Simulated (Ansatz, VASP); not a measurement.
# AlGa3N4: VASP beside Ansatz

```xyz
8
Lattice="4.2421 0.0000 0.0000 0.0000 4.2421 0.0000 0.0000 0.0000 4.2421" Properties=species:S:1:pos:R:3 pbc="T T T"
Al    0.0000    0.0000    0.0000
Ga    2.1210    2.1210    0.0000
Ga    2.1210    0.0000    2.1210
Ga    0.0000    2.1210    2.1210
N     3.2019    3.2019    1.0401
N     3.2019    1.0401    3.2019
N     1.0401    3.2019    3.2019
N     1.0401    1.0401    1.0401
```

Alike in both runs: task single point; functional LDA; k mesh 6 × 6 × 6; occupations gaussian, width 0.05 eV; no spin polarisation.

|  | VASP | Ansatz |
| --- | --- | --- |
| version | VASP 6.6.1 | Ansatz 0.2.0 |
| potentials or method | VASP PAW LDA potentials, release 64 (Al, Ga_d, N), cutoff 520 eV | scalar-relativistic, plane waves, PAW |
| valence electrons in the cell | 62 | 62 |

```tsv
	VASP	Ansatz	Ansatz less VASP
gap on the k mesh at the Fermi level (eV)	3.45	3.46	+0.015
least direct gap on the mesh (eV)	3.45	3.46	+0.015
rms of the force components (eV/Å)	0.045	0.032	-0.0128
```

Ansatz warns that its potentials were made for another functional, while VASP's fit it. LDA's correlation is that of Perdew and Zunger in VASP and of Perdew and Wang (1992) in Ansatz. Atom by atom the forces differ by 0.013 eV/Å (rms over components).
